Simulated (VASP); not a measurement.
Write the native input for VASP 6.6.1 that does the following.

- Task: single point
- Functional: r2SCAN
- Dispersion: D3(BJ)
- Potentials or basis: VASP PAW PBE potentials, release 64 (C_h, O_h)
- Cutoff: 1100 eV
- k mesh: 1 × 1 × 1
- Occupations: fermi-dirac, width 0.05 eV
- Spin: no spin polarisation
- Dipole correction: no
- Further INCAR settings: LREAL = Auto; ALGO = Normal; EDIFF = 1e-06; NBANDS = 95

The system is C33O2, a slab with vacuum.

```
CELL_PARAMETERS angstrom
9.86400 0.00000 0.00000
-4.93200 8.54247 0.00000
0.00000 0.00000 11.00000
ATOMIC_POSITIONS crystal
C 0.00245 0.00039 0.08341
C 0.16908 0.08368 0.08269
C 0.00241 0.25037 0.08380
C 0.16913 0.33378 0.08290
C 0.00246 0.50042 0.08450
C 0.16913 0.58376 0.08426
C 0.00245 0.75042 0.08427
C 0.16909 0.83372 0.08420
C 0.25243 0.00040 0.08354
C 0.41912 0.08374 0.08388
C 0.25250 0.25037 0.08216
C 0.41919 0.33380 0.08246
C 0.25252 0.50048 0.08339
C 0.41919 0.58378 0.08322
C 0.25246 0.75043 0.08439
C 0.41912 0.83374 0.08438
C 0.50246 0.00040 0.08445
C 0.66913 0.08374 0.08455
C 0.50247 0.25042 0.08350
C 0.66915 0.33378 0.08420
C 0.50250 0.50047 0.08289
C 0.66910 0.58376 0.08380
C 0.50247 0.75042 0.08404
C 0.66913 0.83374 0.08422
C 0.75246 0.00040 0.08437
C 0.91912 0.08371 0.08385
C 0.75244 0.25041 0.08455
C 0.91911 0.33374 0.08445
C 0.75245 0.50041 0.08420
C 0.91911 0.58375 0.08449
C 0.75245 0.75042 0.08412
C 0.91912 0.83376 0.08405
C 0.24199 0.28956 0.36744
O 0.35437 0.41190 0.36631
O 0.12967 0.16717 0.36942
```

The input as run:

POSCAR

```
C33O2
1.0
    9.8640000000      0.0000000000      0.0000000000
   -4.9320000000      8.5424750000      0.0000000000
    0.0000000000      0.0000000000     11.0000000000
C O
33 2
Direct
    0.0024453167      0.0003906949      0.0834116879
    0.1690831593      0.0836766588      0.0826903461
    0.0024077062      0.2503691087      0.0837993761
    0.1691281372      0.3337756162      0.0828973952
    0.0024567736      0.5004179962      0.0845046456
    0.1691271305      0.5837629674      0.0842627711
    0.0024524454      0.7504216340      0.0842713089
    0.1690865915      0.8337177151      0.0841956142
    0.2524271535      0.0003983703      0.0835352001
    0.4191186291      0.0837433770      0.0838811896
    0.2524953428      0.2503743873      0.0821600085
    0.4191926849      0.3337966129      0.0824649985
    0.2525174161      0.5004845207      0.0833948919
    0.4191886532      0.5837847154      0.0832218053
    0.2524579747      0.7504279303      0.0843919292
    0.4191197616      0.8337391724      0.0843760622
    0.5024565995      0.0004006126      0.0844512136
    0.6691282698      0.0837438672      0.0845503115
    0.5024702154      0.2504160680      0.0835034473
    0.6691512675      0.3337760648      0.0842005498
    0.5024966727      0.5004731815      0.0828855500
    0.6691023527      0.5837567065      0.0837961958
    0.5024685333      0.7504167674      0.0840429925
    0.6691271763      0.8337416038      0.0842164893
    0.7524579391      0.0004030092      0.0843727703
    0.9191156891      0.0837104479      0.0838480057
    0.7524426468      0.2504087488      0.0845512781
    0.9191135088      0.3337427979      0.0844488117
    0.7524469510      0.5004118377      0.0842038056
    0.9191062144      0.5837526591      0.0844935247
    0.7524519973      0.7504219101      0.0841218016
    0.9191165592      0.8337608785      0.0840479673
    0.2419889599      0.2895585920      0.3674389227
    0.3543708146      0.4119002320      0.3663105495
    0.1296706562      0.1671711375      0.3694203826
```

INCAR.step1

```
PREC = Accurate
ENCUT = 1100
ISMEAR = -1
SIGMA = 0.05
LREAL = Auto
LASPH = True
NELM = 120
NBANDS = 95
GGA = PE
ALGO = Normal
EDIFF = 1E-5
LWAVE = True
LCHARG = False
GGA_COMPAT = False
NELMDL = -8
```

INCAR.step2

```
PREC = Accurate
ENCUT = 1100
EDIFF = 1E-6
ISMEAR = -1
SIGMA = 0.05
LREAL = Auto
LASPH = True
NELM = 120
ALGO = Normal
ISIF = 2
LWAVE = False
LCHARG = True
METAGGA = R2SCAN
LMIXTAU = True
IVDW = 12
LELF = True
LVHAR = True
NBANDS = 95
VDW_S6 = 1.0
VDW_S8 = 0.78981345
VDW_A1 = 0.49484001
VDW_A2 = 5.73083694
ISTART = 1
GGA_COMPAT = False
```

KPOINTS

```
Automatic mesh
0
Gamma
  1 1 1
```

Potentials or basis: VASP PAW PBE potentials, release 64 (C_h, O_h).

Run with:

```console
$ cat potpaw_PBE.64/C_h/POTCAR potpaw_PBE.64/O_h/POTCAR > POTCAR
$ cp INCAR.step1 INCAR
$ mpirun -np 1 vasp_gam > vasp.out
$ cp INCAR.step2 INCAR
$ mpirun -np 1 vasp_gam > vasp.out
```

Results of the run:

```json
{
 "Largest force": "0.062 eV/Å",
 "Band gap on the k mesh": "4.30 eV",
 "Dispersion energy per atom": "-0.035 eV"
}
```

Caveat: the k points lie up to 0.74 Å⁻¹ apart; there is no dipole correction, which matters where the two faces differ; the PAW data sets were made with another functional, which shifts forces and pressure a little.

Wall time 53 min on 1 thread of Intel(R) Xeon(R) Platinum 8259CL CPU @ 2.50GHz (Skylake/Cascade Lake) (shared host), peak memory 2.6 GiB.
